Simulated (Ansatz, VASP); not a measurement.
# AlNi: VASP beside Ansatz

```
Al Ni
1.0
     0.00000   -2.89272    0.00000
     0.00000    0.00000   -2.89272
     9.37817   -1.20530   -1.20530
Al Ni
3 3
Direct
  0.71083 0.71083 0.69402
  0.96787 0.96787 0.07711
  0.83935 0.83935 0.38557
  0.14656 0.14656 0.84825
  0.40361 0.40361 0.23134
  0.27509 0.27509 0.53979
```

Alike in both runs: task single point; functional PBE; k mesh 15 × 15 × 5; occupations gaussian, width 0.15 eV; no spin polarisation.

|  | VASP | Ansatz |
| --- | --- | --- |
| version | VASP 6.6.1 | Ansatz 0.2.0 |
| potentials or method | VASP PAW PBE potentials, release 64 (Al, Ni), cutoff 520 eV | scalar-relativistic, plane waves, PAW |
| valence electrons in the cell | 39 | 63 |

```csv
,VASP,Ansatz,Ansatz less VASP
gap on the k mesh at the Fermi level (eV),none,none,-
pressure (GPa),-0.9,-0.9,+0.02
"traceless stress, the component that is largest in VASP (GPa)",6.32,6.34,+0.021
rms of the force components (eV/Å),0.549,0.549,+0.0001
```

Atom by atom the forces differ by 0.004 eV/Å (rms over components). A gap of «none» marks a metal or a gap that the smearing closes. With one functional, cell and mesh, what is left measures potentials, basis and numerics. VASP's potentials hold 39 valence electrons a cell and Ansatz's 63, so a difference there can come from the potentials and not from the codes.
